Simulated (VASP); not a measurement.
Set up this calculation in VASP 6.6.1, as the native input.

- Task: single point
- Functional: PBE
- Potentials or basis: VASP PAW PBE potentials, release 64 (Bi_d, Se)
- Cutoff: 520 eV
- k mesh: 6 × 6 × 6
- Occupations: gaussian, width 0.05 eV
- Spin: no spin polarisation
- Dipole correction: no
- Further INCAR settings: ALGO = Normal; EDIFF = 1e-06; NBANDS = 32

The structure of Bi2Se3 lies in POSCAR:

```
Bi2Se3
1.0
    2.0936564891      1.2087731376     10.4340296434
   -2.0936564891      1.2087731376     10.4340296434
    0.0000000000     -2.4175462751     10.4340296434
Bi Se
2 3
Direct
    0.3886691296      0.3974497321      0.4006636557
    0.6113308704      0.6025502679      0.5993363443
    0.0000000000      0.0000000000      0.0000000000
    0.1970575723      0.2274539676      0.2385798205
    0.8029424277      0.7725460324      0.7614201795
```

This cell differs from its parent crystal: atoms displaced along a vibrational mode.

These files were run (other wordings do the same):

INCAR

```
PREC = Accurate ; ENCUT = 520
EDIFF = 1E-6 ; ISMEAR = 0
SIGMA = 0.05 ; LREAL = F
LASPH = T ; NELM = 80
ALGO = Normal ; ISIF = 2
LWAVE = F ; LCHARG = F
GGA = PE ; NBANDS = 32
```

KPOINTS

```
Automatic mesh
0
Gamma
  6 6 6
```

Potentials or basis: VASP PAW PBE potentials, release 64 (Bi_d, Se).

Command:

```bash
$ cat potpaw_PBE.64/Bi_d/POTCAR potpaw_PBE.64/Se/POTCAR > POTCAR
$ mpirun -np 1 vasp_std > vasp.out
```

Results of the run:

```yaml
Pressure: 0.2 GPa
Largest_force: 0.451 eV/Å
Band_gap_on_the_k_mesh: 0.66 eV (least direct gap 0.71 eV)
```

Caveat: the cell differs from its parent crystal (atoms displaced along a vibrational mode); spin-orbit coupling is left out, which moves the levels of the heavy elements.

It took 65 min on 1 thread of Intel Xeon 8259CL, on a shared host, peak memory 1.2 GiB.
